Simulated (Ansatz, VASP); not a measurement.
**InAs: VASP beside Ansatz**

File INCAR:

```
SYSTEM = InAs
PREC     = Accurate       ! precision mode
ENCUT    = 520            ! plane-wave cutoff, eV
EDIFF    = 1E-6           ! SCF threshold, eV
ISMEAR   = 0              ! smearing method
SIGMA    = 0.05           ! smearing width, eV
LREAL    = .FALSE.        ! projectors in reciprocal space
LASPH    = .TRUE.         ! aspherical terms in the spheres
NELM     = 60             ! most SCF steps
ALGO     = Normal         ! electronic algorithm
ISIF     = 2              ! what is computed and relaxed
LWAVE    = .FALSE.        ! write WAVECAR
LCHARG   = .TRUE.         ! write CHGCAR
GGA      = PS             ! functional
LELF     = .TRUE.         ! ELF
LVHAR    = .TRUE.       
NBANDS   = 16             ! bands
```

The input KPOINTS:

```
Automatic mesh
0
G
  6 6 6
  0 0 0
```

Contents of POSCAR:

```
InAs
1.0
    0.0000000000      3.0649942784      3.0649942784
    3.0649942784      0.0000000000      3.0649942784
    3.0649942784      3.0649942784      0.0000000000
In As
1 1
Direct
    0.0000000000      0.0000000000      0.0000000000
    0.7500000000      0.7500000000      0.7500000000
```

Input for Ansatz:

```yaml
crystal:
  lattice:
    - [0.0, 3.0649942784, 3.0649942784]
    - [3.0649942784, 0.0, 3.0649942784]
    - [3.0649942784, 3.0649942784, 0.0]
  atoms:
    - { symbol: In, position: [0.0, 0.0, 0.0] }
    - { symbol: As, position: [0.75, 0.75, 0.75] }
basis:
  ecutwfc: 420
  ecutrho_ratio: 4
kpoints:
  mp_grid: { grid: [6, 6, 6] }
hamiltonian:
  xc: pbesol
scf:
  occupations: { method: gaussian, width: 0.05 }
output:
  forces: true
  stress: true
  eigenvalues: true
```

Alike in both runs: task single point; functional PBEsol; k mesh 6 × 6 × 6; occupations gaussian, width 0.05 eV; no spin polarisation.

|  | VASP | Ansatz |
| --- | --- | --- |
| version | VASP 6.6.1 | Ansatz 0.2.0 |
| potentials or method | VASP PAW PBE potentials, release 64 (In_d, As), cutoff 520 eV | scalar-relativistic, plane waves, PAW |
| valence electrons in the cell | 18 | 28 |

```tsv
	VASP	Ansatz	Ansatz less VASP
gap on the k mesh at the Fermi level (eV)	none	none	-
pressure (GPa)	-1.0	-1.1	-0.08
```

VASP's potentials were made for PBE, not for PBEsol. A gap of «none» marks a metal or a gap that the smearing closes. VASP's potentials hold 18 valence electrons a cell and Ansatz's 28, so a difference there can come from the potentials and not from the codes.
